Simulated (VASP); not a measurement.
Runs of VASP 6.6.1 on C. The structure is that of space group P6_3/mmc (No. 194), or close to it. The cells are those of the table. 

```csv
cell,gap on the mesh (eV),pressure (GPa)
"a = 2.493, b = 2.493, c = 6.973 Å, angles 90.0, 90.0, 120.0°, 4 atoms",none,-10.8
"a = 2.419, b = 2.419, c = 7.028 Å, angles 90.0, 90.0, 120.0°, 4 atoms",none,(a)
"a = 2.419, b = 2.419, c = 7.100 Å, angles 90.0, 90.0, 120.0°, 4 atoms",none,13.7
"a = 2.456, b = 2.456, c = 7.036 Å, angles 90.0, 90.0, 120.0°, 4 atoms",none,0.7
```

Alike in all rows: task single point; level r2SCAN; potentials or basis VASP PAW PBE potentials, release 64 (C); no spin polarisation; k mesh 24 × 24 × 8; cutoff (eV) 520; smearing gaussian 0.1 eV.

Q: Fill in the values left out.

A: (a) 13.9.

Caveats: the PAW data sets were made with another functional, which shifts forces and pressure a little.

A gap of «none» marks levels without a gap at the run's occupations.
